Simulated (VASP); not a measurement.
Wanted: the native input for a VASP 6.6.1 run.

```yaml
Task: relaxation of cell and atoms
Functional: PBE
Potentials_or_basis: VASP PAW PBE potentials, release 64 (C)
Cutoff: 600 eV
k_mesh: 10 × 10 × 6
Occupations: gaussian, width 0.1 eV
Spin: no spin polarisation
Dipole_correction: no
Further_INCAR_settings: ALGO = Normal; EDIFF = 1e-06; IBRION = 2; EDIFFG = -0.04; NSW = 90; ISIF = 3
```

The structure of C lies in POSCAR:

```
C
1.0
    1.7277330500      0.0000000000      0.0000000000
    0.0000000000      1.7277330500      0.0000000000
    0.0000000000      0.0000000000      3.7356940900
C
2
Direct
    0.0000000000      0.0000000000      0.8136955500
    0.0000000000      0.0000000000      0.1863044500
```

The cell was built from a structure type or drawn by symmetry, and may not be a known phase.

The input as run:

INCAR

```
  PREC = Accurate
  ENCUT = 600
  EDIFF = 1E-6
  ISMEAR = 0
  SIGMA = 0.1
  LREAL = False
  LASPH = True
  NELM = 80
  ALGO = Normal
  ISIF = 3
  LWAVE = False
  LCHARG = False
  GGA = PE
  IBRION = 2
  NSW = 90
  EDIFFG = -0.04
```

KPOINTS

```
regular mesh
0
Gamma
  10 10 6
```

Potentials or basis: VASP PAW PBE potentials, release 64 (C).

Launch:

```console
$ cat potpaw_PBE.64/C/POTCAR > POTCAR
$ mpirun -np 1 vasp_std > vasp.out
```

Results of the run:

The relaxed volume is 7.02 Å³/atom and the relaxed cell is a = 1.790 Å, b = 1.790 Å, c = 4.387 Å, α = 90.00°, β = 90.00°, γ = 90.00°. The space group after relaxing (to 0.1 Å) is P4/mmm (No. 123), the energy gained by relaxing is 220.8 meV/atom and the ionic steps are 25. The pressure after relaxing is -0.4 GPa, the largest force after relaxing is 0.011 eV/Å and the band gap on the k mesh is zero (bands 4 and 5 overlap by 9.72 eV).

Caveat: the k points lie up to 0.35 Å⁻¹ apart in the final cell, too coarse for converged energies and pressures of a metal; the volume moved by over 15 % at a fixed basis, so the end points are rough.

Wall time 52 s on 1 thread of Intel(R) Xeon(R) Platinum 8488C (Sapphire Rapids), with other jobs on the host, peak memory 0.11 GiB.
